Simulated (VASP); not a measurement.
# H (Cmce) in VASP: a series of runs

The runs below take H through single point, with PBE.

Program: VASP 6.6.1. These are calculated values, not measurements. Logs are shortened: lines on timing, memory, paths and dates and some standing lists are left out, and cuts for length are marked.

### Step 1. The cell of the first run

It takes space group Cmce (No. 64, orthorhombic). Conventional cell: a = 5.247 Å, b = 5.134 Å, c = 4.142 Å, α = 90.00°, β = 90.00°, γ = 90.00°. Within 1.0 Å of H (site symmetry m) lie 1 H at 0.74 Å.

### Step 2. Single point, PBE

The input, INCAR:

```
  ALGO = Normal
  EDIFF = 1E-6
  ENCUT = 500
  GGA = PE
  GGA_COMPAT = False
  ISIF = 2
  ISMEAR = 0
  LASPH = True
  LCHARG = False
  LREAL = False
  LWAVE = False
  NBANDS = 10
  NELM = 120
  PREC = Accurate
  SIGMA = 0.01
```

The input, KPOINTS:

```
k-points
0
Gamma
  5 5 4
```

The input, POSCAR:

```
H
1.0
    2.6234813800     -2.5669048200      0.0000000000
    2.6234813800      2.5669048200      0.0000000000
    0.0000000000      0.0000000000      4.1418180000
H
4
Direct
    0.9532956300      0.0467043700      0.0685088900
    0.4532956300      0.5467043700      0.4314911100
    0.5467043700      0.4532956300      0.5685088900
    0.0467043700      0.9532956300      0.9314911100
```

Potentials or basis: VASP PAW PBE potentials, release 64 (H).

On the command line:

```bash
> cat potpaw_PBE.64/H/POTCAR > POTCAR
> mpirun -np 1 vasp_std > vasp.out
```

OUTCAR:

```text
EDIFF = 1E-6
   ENCUT = 500
   GGA = PE
   ISIF = 2
   ISMEAR = 0
   LASPH = True
   LREAL = False
   NELM = 120
   PREC = Accurate

 ion  position               nearest neighbor table
   1  0.953  0.047  0.069-   4 0.74
   2  0.453  0.547  0.431-   3 0.74
   3  0.547  0.453  0.569-   2 0.74
   4  0.047  0.953  0.931-   1 0.74

  LATTYP: Found a base centered orthorhombic cell.
 ALAT       =     5.1338096400
 B/A-ratio  =     1.0220407705
 C/A-ratio  =     0.8067728043

  Lattice vectors:

 A1 = (  -2.6234813800,  -2.5669048200,   0.0000000000)
 A2 = (   2.6234813800,  -2.5669048200,   0.0000000000)
 A3 = (   0.0000000000,   0.0000000000,   4.1418180000)

Analysis of symmetry for initial positions (statically):
=====================================================================
 Subroutine PRICEL returns:
 Original cell was already a primitive cell.

 Routine SETGRP: Setting up the symmetry group for a
 base centered orthorhombic supercell.

 Subroutine GETGRP returns: Found  8 space group operations
 (whereof  4 operations were pure point group operations)
 out of a pool of  8 trial point group operations.

The static configuration has the point symmetry C_2h.
 The point group associated with its full space group is D_2h.

Analysis of symmetry for dynamics (positions and initial velocities):
=====================================================================
 Subroutine PRICEL returns:
 Original cell was already a primitive cell.

 Routine SETGRP: Setting up the symmetry group for a
 base centered orthorhombic supercell.

 Subroutine GETGRP returns: Found  8 space group operations
 (whereof  4 operations were pure point group operations)
 out of a pool of  8 trial point group operations.

The dynamic configuration has the point symmetry C_2h.
 The point group associated with its full space group is D_2h.

 Subroutine INISYM returns: Found  8 space group operations
 (whereof  4 operations are pure point group operations),
 and found     1 'primitive' translations

----------------------------------------------------------------------------------------

                                     Primitive cell

  volume of cell :      55.7839

  direct lattice vectors                    reciprocal lattice vectors
     2.623481380 -2.566904820  0.000000000     0.190586449 -0.194787121  0.000000000
     2.623481380  2.566904820  0.000000000     0.190586449  0.194787121  0.000000000
[... 92 lines left out ...]
   NSW    =      0    number of steps for IOM
   IBRION =     -1    ionic relax: 0-MD 1-quasi-New 2-CG
   NFREE  =      0    steps in history (QN), initial steepest desc. (CG)
   ISIF   =      2    stress and relaxation
   ISYM   =      2    0-nonsym 1-usesym 2-fastsym
   POTIM  = 0.5000    time-step for ionic-motion
   TEBEG  =    0.0;   TEEND  =   0.0 temperature during run
   PSTRESS=    0.0 pullay stress
   NELECT =       4.0000    total number of electrons
   NUPDOWN=      -1.0000    fix difference up-down
   EMIN   =  10.00;   EMAX   =-10.00  energy-range for DOS
   EFERMI =   0.00;   METHOD = LEGACY
   ISMEAR =     0;   SIGMA  =   0.01  broadening in eV -4-tet -1-fermi 0-gaus
   EFERMI_NEDOS =   21; number of points for ismear=-14 and -15
   IALGO  =     38    algorithm
   IMIX   =      4    mixing-type and parameters
     AMIX     =   0.40;   BMIX     =  1.00
     AMIX_MAG =   1.60;   BMIX_MAG =  1.00
  volume/ion in A,a.u.               =      13.95        94.11
  Fermi-wavevector in a.u.,A,eV,Ry     =   0.680130  1.285259  6.293739  0.462577
  Thomas-Fermi vector in A             =   1.758530
   LORBIT       =      0    0 simple, 1 ext, 2 COOP (PROOUT), +10 PAW based schemes
   GGA     = PE    functional components
   LHFCALC =     F    Hartree Fock is set to
   AEXX    =    0.0000 exact exchange contribution
   IVDW    =     0    specifies the selected vdW correction
   LEPSILON=     F    determine dielectric tensor
   LRPA    =     F    only Hartree local field effects (RPA)
 non-spin polarized calculation
 Gauss-broadening in eV      SIGMA  =   0.01
  energy-cutoff  :      500.00
  volume of cell :       55.78
 maximum number of plane-waves:      1438
   NGX = 13   NGY = 13   NGZ = 15

 number of electron       4.0000001 magnetization

 Free energy of the ion-electron system (eV)
  ---------------------------------------------------
  ext. energy  EPLUGINS =         0.00000000
  ---------------------------------------------------
  free energy    TOTEN  =       -13.57550807 eV

  energy without entropy =      -13.57550807  energy(sigma->0) =      -13.57550807

 E-fermi :  -8.5122     XC(G=0):  -4.9256

 val. band max:       -8.5759882640   @ k =   0.0000   0.0000   0.0000
 cond. band min:       0.8117700073   @ k =   0.4000  -0.0000   0.5000
 fundamental gap:      9.3877582713
 Fermi energy:        -8.5122058120

 k-point     1 :       0.0000    0.0000    0.0000
  band No.  band energies     occupation
      1     -10.3589      2.00000
      2      -8.5760      2.00000
      3       2.8248      0.00000
      4       4.0876      0.00000
      5       4.5830      0.00000
      6       6.7009      0.00000
      7       6.9802      0.00000
      8       8.4569      0.00000
      9      10.4920      0.00000
     10      11.2859      0.00000
[... 287 lines left out ...]
 k-point    24 :      -0.4000    0.2000    0.5000
  band No.  band energies     occupation
      1      -9.1399      2.00000
      2      -9.1399      2.00000
      3       1.0957      0.00000
      4       1.0957      0.00000
      5       5.4654      0.00000
      6       5.4654      0.00000
      7       7.8604      0.00000
      8       7.8604      0.00000
      9      11.3308      0.00000
     10      11.3308      0.00000

 [... further k-points ...]
[... 5 lines left out ...]
  --------------------------------------------------------------------------------------
  -------------------------------------------------------------------------------------
  Total       -0.0324902      0.1056714      0.1871354      0.0000000      0.0000000      0.0000000
  in kB       -0.9331558      3.0350030      5.3747431      0.0000000      0.0000000      0.0000000
  external PRESSURE =       2.4921968 kB  Pullay stress =       0.0000000 kB

 VOLUME and BASIS-vectors are now :
 -----------------------------------------------------------------------------
  energy-cutoff  :      500.00
  volume of cell :       55.78
      direct lattice vectors                 reciprocal lattice vectors
     2.623481380 -2.566904820  0.000000000     0.190586449 -0.194787121  0.000000000
     2.623481380  2.566904820  0.000000000     0.190586449  0.194787121  0.000000000
     0.000000000  0.000000000  4.141818000     0.000000000  0.000000000  0.241439870

 POSITION                                       TOTAL-FORCE (eV/Angst)
 -----------------------------------------------------------------------------------
      2.62348     -2.32713      0.28375         0.000000      0.168187      0.199290
      2.62348      0.23977      1.78716         0.000000      0.168187     -0.199290
      2.62348     -0.23977      2.35466         0.000000     -0.168187      0.199290
      2.62348      2.32713      3.85807         0.000000     -0.168187     -0.199290
 -----------------------------------------------------------------------------------
    total drift:                                0.000000     -0.000000     -0.000000

  FREE ENERGIE OF THE ION-ELECTRON SYSTEM (eV)
  ---------------------------------------------------
  free  energy   TOTEN  =       -13.5755080709 eV

  energy  without entropy=      -13.5755080709  energy(sigma->0) =      -13.57550807
```

OSZICAR:

```text
N       E                     dE             d eps       ncg     rms          rms(c)
DAV:   1    -0.104764331532E+02   -0.10476E+02   -0.12520E+03   540   0.268E+02
DAV:   2    -0.146741092825E+02   -0.41977E+01   -0.41608E+01   716   0.386E+01
DAV:   3    -0.147863719536E+02   -0.11226E+00   -0.11223E+00   628   0.524E+00
DAV:   4    -0.147866305899E+02   -0.25864E-03   -0.25863E-03   606   0.311E-01
DAV:   5    -0.147866316478E+02   -0.10579E-05   -0.10580E-05   614   0.196E-02    0.633E+00
DAV:   6    -0.139609233206E+02    0.82571E+00   -0.37713E-01   560   0.220E+00    0.346E+00
DAV:   7    -0.135681859757E+02    0.39274E+00   -0.87519E-01   558   0.348E+00    0.413E-01
DAV:   8    -0.135784492736E+02   -0.10263E-01   -0.18663E-02   572   0.574E-01    0.290E-01
DAV:   9    -0.135754826849E+02    0.29666E-02   -0.57171E-03   566   0.282E-01    0.202E-02
DAV:  10    -0.135754974701E+02   -0.14785E-04   -0.12191E-04   582   0.628E-02    0.698E-03
DAV:  11    -0.135755078660E+02   -0.10396E-04   -0.91556E-06   560   0.217E-02    0.374E-03
DAV:  12    -0.135755080709E+02   -0.20487E-06   -0.22507E-07   568   0.290E-03
   1 F= -.13575508E+02 E0= -.13575508E+02  d E =-.121186E-21
```

stdout:

```text
POSCAR found type information on POSCAR H
 POSCAR found :  1 types and       4 ions
 scaLAPACK will be used
 LDA part: xc-table for (Slater+PW92), standard interpolation
 POSCAR, INCAR and KPOINTS ok, starting setup
 FFT: planning ... GRIDC
 FFT: planning ... GRID_SOFT
 FFT: planning ... GRID
 WAVECAR not read
 entering main loop
```

It took 11 s on 1 thread of Intel Xeon Platinum 8488C (Sapphire Rapids), shared host; peak memory 0.15 GiB.

What came out:

| Quantity | Value |
| --- | --- |
| Free energy | -13.5755 eV |
| Pressure | 0.2 GPa |
| Largest force | 0.261 eV/Å |
| Band gap on the k mesh | 9.39 eV, indirect (least direct gap 10.03 eV) |

Forces on the atoms (eV/Å):
```
H    0.000  0.168  0.199
H    0.000  0.168 -0.199
H    0.000 -0.168  0.199
H    0.000 -0.168 -0.199
```

Stress tensor (GPa, compression positive):
```
-0.09  0.00  0.00
 0.00  0.30  0.00
 0.00  0.00  0.54
```

Levels at points of the mesh, in eV from the valence-band top:
```csv
k point,band 1,band 2,band 3,band 4,band 5
"(0.00, 0.00, 0.00)",-1.78,0.00,11.40,12.66,13.16
"(0.00, 0.00, 0.50)",-0.89,-0.89,10.51,10.51,15.66
```

### Step 3. Single point, PBE

This run uses another cell than the first one, of 14.22 Å³/atom, 1.020 times its volume.

The input, INCAR:

```
ALGO = Normal
EDIFF = 1E-6
ENCUT = 500
GGA = PE
GGA_COMPAT = False
ISIF = 2
ISMEAR = 0
LASPH = True
LCHARG = True
LELF = True
LREAL = False
LVHAR = True
LWAVE = False
NBANDS = 10
NELM = 120
PREC = Accurate
SIGMA = 0.01
```

KPOINTS is that of step 2.

The input, POSCAR:

```
H
1.0
    2.6408559352     -2.5839046851      0.0000000000
    2.6408559352      2.5839046851      0.0000000000
    0.0000000000      0.0000000000      4.1692480577
H
4
Direct
    0.9532956300      0.0467043700      0.0685088900
    0.4532956300      0.5467043700      0.4314911100
    0.5467043700      0.4532956300      0.5685088900
    0.0467043700      0.9532956300      0.9314911100
```

Potentials or basis: VASP PAW PBE potentials, release 64 (H).

On the command line:

```bash
> cat potpaw_PBE.64/H/POTCAR > POTCAR
> mpirun -np 1 vasp_std > vasp.out
```

Wall time 12 s (1 thread of Intel Xeon Platinum 8488C (Sapphire Rapids), shared host); peak memory 0.14 GiB.

It converged, with:

- Free energy: -13.5779 eV
- Pressure: 0.0 GPa
- Largest force: 0.088 eV/Å
- Band gap on the k mesh: 9.36 eV, indirect (least direct gap 9.98 eV)

Forces in eV/Å, atoms in the order of the input:
```
H    0.000  0.057  0.067
H    0.000  0.057 -0.067
H    0.000 -0.057  0.067
H    0.000 -0.057 -0.067
```

Stress tensor (GPa, compression positive):
```
-0.11  0.00  0.00
 0.00 -0.02  0.00
 0.00  0.00  0.09
```

Levels at points of the mesh, in eV from the valence-band top:
| k point | band 1 | band 2 | band 3 | band 4 | band 5 | band 6 | band 7 |
| --- | --- | --- | --- | --- | --- | --- | --- |
| (0.00, 0.00, 0.00) | -1.73 | 0.00 | 11.33 | 12.56 | 13.06 | 15.18 | 15.46 |
| (0.00, 0.00, 0.50) | -0.86 | -0.86 | 10.45 | 10.45 | 15.54 | 15.54 | 17.22 |

### Step 4. Single point, PBE

This run uses another cell than the first one, of 14.50 Å³/atom, 1.040 times its volume.

The input, INCAR:

```
SYSTEM = H
PREC = Accurate
ENCUT = 500
EDIFF = 1E-6
ISMEAR = 0
SIGMA = 0.01
LREAL = .False.
LASPH = .True.
NELM = 120
ALGO = Normal
ISIF = 2
LWAVE = .False.
LCHARG = .True.
GGA = PE
LELF = .True.
LVHAR = .True.
NBANDS = 10
GGA_COMPAT = .False.
```

The input, KPOINTS:

```
regular mesh
0
Gamma
  5 5 4
  0 0 0
```

The input, POSCAR:

```
H
1.0
    2.6580048309     -2.6006837571      0.0000000000
    2.6580048309      2.6006837571      0.0000000000
    0.0000000000      0.0000000000      4.1963218556
H
4
Direct
    0.9532956300      0.0467043700      0.0685088900
    0.4532956300      0.5467043700      0.4314911100
    0.5467043700      0.4532956300      0.5685088900
    0.0467043700      0.9532956300      0.9314911100
```

On the command line:

```bash
> cat potpaw_PBE.64/H/POTCAR > POTCAR
> mpirun -np 1 vasp_std > vasp.out
```

It took 11 s on 1 thread of Intel Xeon Platinum 8488C (Sapphire Rapids), shared host; peak memory 0.15 GiB.

The run converged. Its results:

- Free energy: -13.5785 eV
- Pressure: -0.3 GPa
- Largest force: 0.078 eV/Å
- Band gap on the k mesh: 9.33 eV, indirect (least direct gap 9.94 eV)

Forces on the atoms (eV/Å):
```
H    0.000 -0.050 -0.059
H    0.000 -0.050  0.059
H    0.000  0.050 -0.059
H    0.000  0.050  0.059
```

Stress tensor (GPa, compression positive):
```
-0.12  0.00  0.00
 0.00 -0.32  0.00
 0.00  0.00 -0.32
```

Levels at points of the mesh, in eV from the valence-band top:
| k point | band 1 | band 2 | band 3 | band 4 | band 5 | band 6 |
| --- | --- | --- | --- | --- | --- | --- |
| (0.00, 0.00, 0.00) | -1.68 | 0.00 | 11.27 | 12.46 | 12.96 | 15.09 |
| (0.00, 0.00, 0.50) | -0.84 | -0.84 | 10.39 | 10.39 | 15.42 | 15.42 |

(Part 1 of 2 ends here.)
